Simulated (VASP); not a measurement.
Zn, 2 atoms in the cell. It takes space group Cmcm (No. 63, orthorhombic). The conventional cell has a = 2.665 Å, b = 4.616 Å, c = 4.947 Å, α = 90.00°, β = 90.00°, γ = 90.00°. Within 3.5 Å of Zn (site symmetry m2m) lie 12 Zn at 2.66 to 3.02 Å.  This cell differs from its parent crystal: atom 1 (Zn) moved by (+0.000, -0.200) A along x and y.

| Item | Value |
| --- | --- |
| Program | VASP 6.6.1 |
| Task | single point |
| Functional | PBE |
| Potentials or basis | VASP PAW PBE potentials, release 64 (Zn) |
| Cutoff | 520 eV |
| k mesh | 24 × 24 × 10 |
| Occupations | gaussian, width 0.15 eV |
| Spin | no spin polarisation |
| Dipole correction | no |
| Further INCAR settings | ALGO = Fast; EDIFF = 1e-06; NBANDS = 19 |

Potentials or basis: VASP PAW PBE potentials, release 64 (Zn).

Command:

```sh
$ cat potpaw_PBE.64/Zn/POTCAR > POTCAR
$ mpirun -np 1 vasp_std > vasp.out
```

Hardware: 1 thread of Intel(R) Xeon(R) 6975P-C (Granite Rapids), on a shared host.

Question: How long does it take, and how much memory?

Answer: It took 3.8 min on 1 thread of Intel(R) Xeon(R) 6975P-C (Granite Rapids), on a shared host, peak memory 0.51 GiB. Counts: scf iterations 12, k points 942.
